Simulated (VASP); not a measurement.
# Ga2O3 (P-6m2) in VASP: notebook

The runs below take Ga2O3 through single point, relaxation of cell and atoms, with PBE.

Program: VASP 6.6.1. These are calculated values, not measurements. Logs are shortened: lines on timing, memory, paths and dates and some standing lists are left out, and cuts for length are marked.

## (1) The cell of the first run

The structure is hexagonal, space group P-6m2 (No. 187). Conventional cell: a = 3.131 Å, b = 3.131 Å, c = 9.023 Å, α = 90.00°, β = 90.00°, γ = 120.00°. Ga (site symmetry 3m) has 4 O at 1.76 to 1.92 Å within 2.3 Å. Within 2.5 Å of O (site symmetry 3m) lie 3 Ga at 1.92 Å. Within 2.3 Å of O (site symmetry -6m2) lie 2 Ga at 1.76 Å.

The cell was generated, and may not be a known phase.

## (2) Single point, PBE

INCAR

```
PREC = Accurate
ENCUT = 520
EDIFF = 1E-6
ISMEAR = 0
SIGMA = 0.02
LREAL = F
LASPH = T
NELM = 100
ALGO = Normal
ISIF = 2
LWAVE = F
LCHARG = T
GGA = PE
LELF = T
LVHAR = T
NBANDS = 30
```

KPOINTS

```
regular mesh
0
Gamma
  12 12 4
```

POSCAR

```
Ga2O3
1.0
    3.1313607652      0.0000000000      0.0000000000
   -1.5656803826      2.7118379711      0.0000000000
    0.0000000000      0.0000000000      9.0230292505
Ga O
2 3
Direct
    0.0000000000      0.0000000000      0.8051460332
    0.0000000000      0.0000000000      0.1948539668
    0.3333333333      0.6666666667      0.7325032437
    0.3333333333      0.6666666667      0.2674967563
    0.0000000000      0.0000000000      0.0000000000
```

Potentials or basis: VASP PAW PBE potentials, release 64 (Ga_d, O).

Command:

```sh
$ cat potpaw_PBE.64/Ga_d/POTCAR potpaw_PBE.64/O/POTCAR > POTCAR
$ mpirun -np 1 vasp_std > vasp.out
```

OUTCAR:

```text
PREC = Accurate
   ENCUT = 520
   EDIFF = 1E-6
   ISMEAR = 0
   LREAL = F
   LASPH = T
   NELM = 100
   ISIF = 2
   GGA = PE

 ion  position               nearest neighbor table
   1  0.000  0.000  0.805-   5 1.76   3 1.92   3 1.92   3 1.92
   2  0.000  0.000  0.195-   5 1.76   4 1.92   4 1.92   4 1.92
   3  0.333  0.667  0.733-   1 1.92   1 1.92   1 1.92
   4  0.333  0.667  0.267-   2 1.92   2 1.92   2 1.92
   5  0.000  0.000  0.000-   1 1.76   2 1.76

  LATTYP: Found a hexagonal cell.
 ALAT       =     3.1313607652
 C/A-ratio  =     2.8815042172

  Lattice vectors:

 A1 = (   3.1313607652,   0.0000000000,   0.0000000000)
 A2 = (  -1.5656803826,   2.7118379711,   0.0000000000)
 A3 = (   0.0000000000,   0.0000000000,   9.0230292505)

Analysis of symmetry for initial positions (statically):
=====================================================================
 Subroutine PRICEL returns:
 Original cell was already a primitive cell.

 Routine SETGRP: Setting up the symmetry group for a
 hexagonal supercell.

 Subroutine GETGRP returns: Found 12 space group operations
 (whereof 12 operations were pure point group operations)
 out of a pool of 24 trial point group operations.

The static configuration has the point symmetry D_3h.

Analysis of symmetry for dynamics (positions and initial velocities):
=====================================================================
 Subroutine PRICEL returns:
 Original cell was already a primitive cell.

 Routine SETGRP: Setting up the symmetry group for a
 hexagonal supercell.

 Subroutine GETGRP returns: Found 12 space group operations
 (whereof 12 operations were pure point group operations)
 out of a pool of 24 trial point group operations.

The dynamic configuration has the point symmetry D_3h.

 Subroutine INISYM returns: Found 12 space group operations
 (whereof 12 operations are pure point group operations),
 and found     1 'primitive' translations

----------------------------------------------------------------------------------------

                                     Primitive cell

  volume of cell :      76.6212

  direct lattice vectors                    reciprocal lattice vectors
     3.131360765  0.000000000  0.000000000     0.319349981  0.184376797  0.000000000
    -1.565680383  2.711837971  0.000000000     0.000000000  0.368753595  0.000000000
     0.000000000  0.000000000  9.023029251     0.000000000  0.000000000  0.110827525

  length of vectors
     3.131360765  3.131360765  9.023029251     0.368753595  0.368753595  0.110827525

  position of ions in fractional coordinates (direct lattice)
     0.000000000  0.000000000  0.805146033
     0.000000000  0.000000000  0.194853967
     0.333333333  0.666666667  0.732503244
     0.333333333  0.666666667  0.267496756
     0.000000000  0.000000000  0.000000000

  ion indices of the primitive-cell ions
   primitive index   ion index
                 1           1
                 2           2
                 3           3
                 4           4
                 5           5

----------------------------------------------------------------------------------------

 KPOINTS: regular mesh

Automatic generation of k-mesh.
 Grid dimensions read from file:
 generate k-points for:   12   12    4

 Generating k-lattice:

  Cartesian coordinates                     Fractional coordinates (reciprocal lattice)
     0.026612498  0.015364733  0.000000000     0.083333333  0.000000000  0.000000000
     0.000000000  0.030729466  0.000000000     0.000000000  0.083333333  0.000000000
     0.000000000  0.000000000  0.027706881     0.000000000  0.000000000  0.250000000

  Length of vectors
     0.030729466  0.030729466  0.027706881

  Shift w.r.t. Gamma in fractional coordinates (k-lattice)
     0.000000000  0.000000000  0.000000000

 Subroutine IBZKPT returns following result:
 ===========================================

 Found     57 irreducible k-points:

 Following reciprocal coordinates:
            Coordinates               Weight
  0.000000  0.000000  0.000000      1.000000
  0.083333 -0.000000  0.000000      6.000000
  0.166667 -0.000000  0.000000      6.000000
  0.250000 -0.000000  0.000000      6.000000
  0.333333 -0.000000  0.000000      6.000000
  0.416667 -0.000000  0.000000      6.000000
[... 16 lines left out ...]
  0.250000 -0.000000  0.250000     12.000000
  0.333333 -0.000000  0.250000     12.000000
 [... further k-points ...]
   k-points           NKPTS =     57   k-points in BZ     NKDIM =     57   number of bands    NBANDS=     30
   number of dos      NEDOS =    301   number of ions     NIONS =      5
   total plane-waves  NPLWV =  40320
   dimension x,y,z NGX =    24 NGY =   24 NGZ =   70
   dimension x,y,z NGXF=    48 NGYF=   48 NGZF=  140
   ions per type =               2   3
   NGX,Y,Z   is equivalent  to a cutoff of  12.74, 12.74, 12.90 a.u.
   NGXF,Y,Z  is equivalent  to a cutoff of  25.48, 25.48, 25.79 a.u.
 SYSTEM =  unknown system
   PREC   = accura    normal or accurate (medium, high low for compatibility)
   ISTART =      0    job   : 0-new  1-cont  2-samecut
   ICHARG =      2    charge: 1-file 2-atom 10-const
   ISPIN  =      1    spin polarized calculation?
   LNONCOLLINEAR =      F non collinear calculations
   LSORBIT =      F    spin-orbit coupling
   LASPH  =      T    aspherical Exc in radial PAW
   ENCUT  =  520.0 eV  38.22 Ry    6.18 a.u.   5.82  5.82 16.78*2*pi/ulx,y,z
   NELM   =    100;   NELMIN=  2; NELMDL= -5     # of ELM steps
   EDIFF  = 0.1E-05   stopping-criterion for ELM
   LREAL  =      F    real-space projection
   EDIFFG = 0.1E-04   stopping-criterion for IOM
   NSW    =      0    number of steps for IOM
   IBRION =     -1    ionic relax: 0-MD 1-quasi-New 2-CG
   NFREE  =      0    steps in history (QN), initial steepest desc. (CG)
   ISIF   =      2    stress and relaxation
   ISYM   =      2    0-nonsym 1-usesym 2-fastsym
   POTIM  = 0.5000    time-step for ionic-motion
   TEBEG  =    0.0;   TEEND  =   0.0 temperature during run
   PSTRESS=    0.0 pullay stress
   NELECT =      44.0000    total number of electrons
   NUPDOWN=      -1.0000    fix difference up-down
   EMIN   =  10.00;   EMAX   =-10.00  energy-range for DOS
   EFERMI =   0.00;   METHOD = LEGACY
   ISMEAR =     0;   SIGMA  =   0.02  broadening in eV -4-tet -1-fermi 0-gaus
   EFERMI_NEDOS =   21; number of points for ismear=-14 and -15
   IALGO  =     38    algorithm
   IMIX   =      4    mixing-type and parameters
     AMIX     =   0.40;   BMIX     =  1.00
     AMIX_MAG =   1.60;   BMIX_MAG =  1.00
  volume/ion in A,a.u.               =      15.32       103.41
  Fermi-wavevector in a.u.,A,eV,Ry     =   1.360743  2.571431 25.192826  1.851620
  Thomas-Fermi vector in A             =   2.487379
   LORBIT       =      0    0 simple, 1 ext, 2 COOP (PROOUT), +10 PAW based schemes
   GGA     = PE    functional components
   LHFCALC =     F    Hartree Fock is set to
   AEXX    =    0.0000 exact exchange contribution
   IVDW    =     0    specifies the selected vdW correction
   LEPSILON=     F    determine dielectric tensor
   LRPA    =     F    only Hartree local field effects (RPA)
 non-spin polarized calculation
 Gauss-broadening in eV      SIGMA  =   0.02
  energy-cutoff  :      520.00
  volume of cell :       76.62
 maximum number of plane-waves:      2082
 NGX is ok and might be reduce to    24
   NGX = 11   NGY = 11   NGZ = 33

 number of electron      44.0000004 magnetization

 Free energy of the ion-electron system (eV)
  ---------------------------------------------------
  ext. energy  EPLUGINS =         0.00000000
  ---------------------------------------------------
  free energy    TOTEN  =       -28.78568784 eV

  energy without entropy =      -28.78568784  energy(sigma->0) =      -28.78568784

 E-fermi :   1.5454     XC(G=0):  -9.0847

 val. band max:        1.4011263400   @ k =   0.0000   0.0000   0.5000
 cond. band min:       2.0670955004   @ k =   0.0000   0.0000   0.0000
 fundamental gap:      0.6659691603
 Fermi energy:         1.5453703855

 k-point     1 :       0.0000    0.0000    0.0000
  band No.  band energies     occupation
      1     -17.9368      2.00000
      2     -17.8715      2.00000
      3     -16.1471      2.00000
      4     -12.6596      2.00000
      5     -12.6596      2.00000
      6     -12.6560      2.00000
[... 22 lines left out ...]
     29      12.3157      0.00000
     30      13.0037      0.00000

 k-point     2 :       0.0833   -0.0000    0.0000
  band No.  band energies     occupation
      1     -17.8972      2.00000
      2     -17.8353      2.00000
      3     -16.1300      2.00000
      4     -12.6634      2.00000
      5     -12.6445      2.00000
      6     -12.6436      2.00000
[... 22 lines left out ...]
     29      12.4157      0.00000
     30      12.4179      0.00000

 k-point     3 :       0.1667   -0.0000    0.0000
  band No.  band energies     occupation
      1     -17.7887      2.00000
      2     -17.7365      2.00000
      3     -16.0825      2.00000
      4     -12.6648      2.00000
      5     -12.6035      2.00000
      6     -12.5989      2.00000
[... 22 lines left out ...]
     29      12.0777      0.00000
     30      12.6691      0.00000

 k-point     4 :       0.2500   -0.0000    0.0000
  band No.  band energies     occupation
      1     -17.6403      2.00000
      2     -17.6018      2.00000
      3     -16.0155      2.00000
      4     -12.6510      2.00000
      5     -12.5491      2.00000
      6     -12.5424      2.00000
[... 22 lines left out ...]
     29      12.0942      0.00000
     30      12.9409      0.00000

 k-point     5 :       0.3333   -0.0000    0.0000
  band No.  band energies     occupation
      1     -17.4926      2.00000
      2     -17.4683      2.00000
      3     -15.9456      2.00000
      4     -12.6314      2.00000
      5     -12.4995      2.00000
      6     -12.4885      2.00000
[... 22 lines left out ...]
     29      12.1871      0.00000
     30      13.1272      0.00000
[... 526 lines left out ...]
     29      12.4109      0.00000
     30      12.4424      0.00000

 k-point    22 :       0.1667   -0.0000    0.2500
  band No.  band energies     occupation
      1     -17.7867      2.00000
      2     -17.7385      2.00000
      3     -16.0825      2.00000
      4     -12.6649      2.00000
      5     -12.6035      2.00000
      6     -12.5989      2.00000
[... 22 lines left out ...]
     29      12.4502      0.00000
     30      12.6644      0.00000

 k-point    23 :       0.2500   -0.0000    0.2500
  band No.  band energies     occupation
      1     -17.6385      2.00000
      2     -17.6036      2.00000
      3     -16.0155      2.00000
      4     -12.6512      2.00000
      5     -12.5491      2.00000
      6     -12.5424      2.00000
[... 22 lines left out ...]
     29      12.6764      0.00000
     30      12.9387      0.00000

 k-point    24 :       0.3333   -0.0000    0.2500
  band No.  band energies     occupation
      1     -17.4911      2.00000
      2     -17.4698      2.00000
      3     -15.9456      2.00000
      4     -12.6316      2.00000
      5     -12.4995      2.00000
      6     -12.4885      2.00000
[... 22 lines left out ...]
     29      12.9418      0.00000
     30      13.1258      0.00000

 [... further k-points ...]

------------------------ aborting loop because EDIFF is reached ----------------------------------------

  FORCE on cell =-STRESS in cart. coord.  units (eV):
  Direction    XX          YY          ZZ          XY          YZ          ZX
  --------------------------------------------------------------------------------------
  -------------------------------------------------------------------------------------
  Total        0.2034754      0.2034754      0.0259602      0.0000000      0.0000000      0.0000000
  in kB        4.2547423      4.2547423      0.5428380      0.0000000      0.0000000      0.0000000
  external PRESSURE =       3.0174408 kB  Pullay stress =       0.0000000 kB

 VOLUME and BASIS-vectors are now :
 -----------------------------------------------------------------------------
  energy-cutoff  :      520.00
  volume of cell :       76.62
      direct lattice vectors                 reciprocal lattice vectors
     3.131360765  0.000000000  0.000000000     0.319349981  0.184376797  0.000000000
    -1.565680383  2.711837971  0.000000000     0.000000000  0.368753595  0.000000000
     0.000000000  0.000000000  9.023029251     0.000000000  0.000000000  0.110827525

 POSITION                                       TOTAL-FORCE (eV/Angst)
 -----------------------------------------------------------------------------------
      0.00000      0.00000      7.26486        -0.000000     -0.000000      0.050571
      0.00000      0.00000      1.75817        -0.000000     -0.000000     -0.050571
     -0.00000      1.80789      6.60940         0.000000     -0.000000     -0.049144
     -0.00000      1.80789      2.41363         0.000000      0.000000      0.049144
      0.00000      0.00000      0.00000        -0.000000     -0.000000     -0.000000
 -----------------------------------------------------------------------------------
    total drift:                                0.000001     -0.000000     -0.000000

  FREE ENERGIE OF THE ION-ELECTRON SYSTEM (eV)
  ---------------------------------------------------
  free  energy   TOTEN  =       -28.7856878352 eV

  energy  without entropy=      -28.7856878352  energy(sigma->0) =      -28.78568784
```

Run time: 48 s. Hardware: 1 thread of Intel Xeon 6975P-C (Granite Rapids), shared host; peak memory 0.25 GiB.

What came out:

| Quantity | Value |
| --- | --- |
| Free energy | -28.7857 eV |
| Pressure | 0.3 GPa |
| Largest force | 0.051 eV/Å |
| Band gap on the k mesh | 0.67 eV |

Forces in eV/Å, atoms in the order of the input:
```
Ga   0.000  0.000  0.051
Ga   0.000  0.000 -0.051
O    0.000  0.000 -0.049
O    0.000  0.000  0.049
O    0.000  0.000  0.000
```

Stress tensor (GPa, compression positive):
```
0.43 0.00 0.00
0.00 0.43 0.00
0.00 0.00 0.05
```

Caveat: semilocal functionals underestimate gaps, and a narrow one can read as zero.

[end of part 1 of 2]

The gap in the log of VASP goes by the Fermi energy; the results here count the filled bands.